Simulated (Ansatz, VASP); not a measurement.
## CoW2: VASP beside Ansatz

```
Co W
1.0
     4.76716    0.00000    0.00000
    -2.38358    4.12848    0.00000
     0.00000    0.00000    4.39172
Co W
2 4
Direct
  0.66667 0.33333 0.00000
  0.33333 0.66667 0.00000
  0.00000 0.00000 0.00000
  0.34069 0.00000 0.50000
  0.00000 0.34069 0.50000
  0.65931 0.65931 0.50000
```

Alike in both runs: functional PBE; k mesh 12 × 12 × 8; occupations gaussian, width 0.1 eV; no spin polarisation.

Ansatz relaxed the structure, and its values are those at the end. VASP's run is a single point on that final structure, the one shown.

|  | VASP | Ansatz |
| --- | --- | --- |
| version | VASP 6.6.1 | Ansatz 0.2.0 |
| potentials or method | VASP PAW PBE potentials, release 64 (Co, W_sv), cutoff 520 eV | scalar-relativistic, plane waves, PAW |
| valence electrons in the cell | 74 | 90 |

|  | VASP | Ansatz | Ansatz less VASP |
| --- | --- | --- | --- |
| gap on the k mesh at the Fermi level (eV) | none | none | - |
| pressure (GPa) | 0.4 | 0.0 | -0.42 |
| rms of the force components (eV/Å) | 0.003 | 0.000 | -0.0027 |

A gap of «none» marks a metal or a gap that the smearing closes. VASP's potentials hold 74 valence electrons a cell and Ansatz's 90, so a difference there can come from the potentials and not from the codes.

Neither program's run includes spin-orbit coupling.
